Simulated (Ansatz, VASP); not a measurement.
**BaTiO3 in VASP and in Ansatz**

POSCAR

```
BaTiO3
1.0
    3.9940959787      0.0000000000      0.0000000000
    0.0000000000      3.9940959787      0.0000000000
    0.0000000000      0.0000000000      3.9940959787
Ba Ti O
1 1 3
Direct
    0.5000000000      0.5000000000      0.5000000000
    0.0000000000      0.0000000000      0.0000000000
    0.5000000000      0.0000000000      0.0000000000
    0.0000000000      0.5000000000      0.0000000000
    0.0000000000      0.0000000000      0.5000000000
```

The input INCAR.step1:

```
PREC = Accurate
ENCUT = 520
EDIFF = 1E-5
ISMEAR = 0
SIGMA = 0.01
LREAL = False
LASPH = True
NELM = 100
ALGO = Normal
ISIF = 2
LWAVE = True
GGA = PE
NBANDS = 28
```

Contents of INCAR.step2:

```
PREC = Accurate
ENCUT = 520
EDIFF = 1E-6
ISMEAR = 0
SIGMA = 0.01
LREAL = False
LASPH = True
NELM = 100
ALGO = Normal
ISIF = 2
LWAVE = False
LCHARG = True
GGA = PE
LHFCALC = True
HFSCREEN = 0.2079
PRECFOCK = Fast
LELF = True
LVHAR = True
ISTART = 1
NBANDS = 28
```

The input KPOINTS:

```
regular mesh
0
Gamma
  4 4 4
```

Input for Ansatz:

```yaml
crystal:
  lattice:
    - [3.9940959787, 0.0, 0.0]
    - [0.0, 3.9940959787, 0.0]
    - [0.0, 0.0, 3.9940959787]
  atoms:
    - { symbol: Ba, position: [0.5, 0.5, 0.5] }
    - { symbol: Ti, position: [0.0, 0.0, 0.0] }
    - { symbol: O, position: [0.5, 0.0, 0.0] }
    - { symbol: O, position: [0.0, 0.5, 0.0] }
    - { symbol: O, position: [0.0, 0.0, 0.5] }
kpoints:
  mp_grid: { grid: [4, 4, 4] }
  band_path:
    path: [[0.0, 0.0, 0.0], [0.0, 0.5, 0.0], [0.5, 0.5, 0.0], [0.5, 0.5, 0.5]]
    npoints: 1
hamiltonian:
  xc: hse06
scf:
  occupations: { method: fixed }
  n_extra_bands: 5
output:
  forces: true
  stress: true
  eigenvalues: true
  write_density: true
  write_potential: true
  elf: true
  volumetric_format: npy
```

Alike in both runs: task single point; functional HSE06; k mesh 4 × 4 × 4; no spin polarisation.

```csv
,VASP,Ansatz
version,VASP 6.6.1,Ansatz 0.2.0
potentials or method,"VASP PAW PBE potentials, release 64 (Ba_sv, Ti_sv, O)","plane waves, PAW"
plane-wave cutoff (eV),520,420
occupations,"gaussian, width 0.01 eV",fixed
valence electrons in the cell,40,40
```

```tsv
	VASP	Ansatz	Ansatz less VASP
gap on the k mesh at the Fermi level (eV)	3.14	3.21	+0.065
pressure (GPa)	-0.6	-2.3	-1.73
```

Ansatz's warnings: stress exchange threshold loose, stress scf threshold loose.

Neither program's run includes spin-orbit coupling.
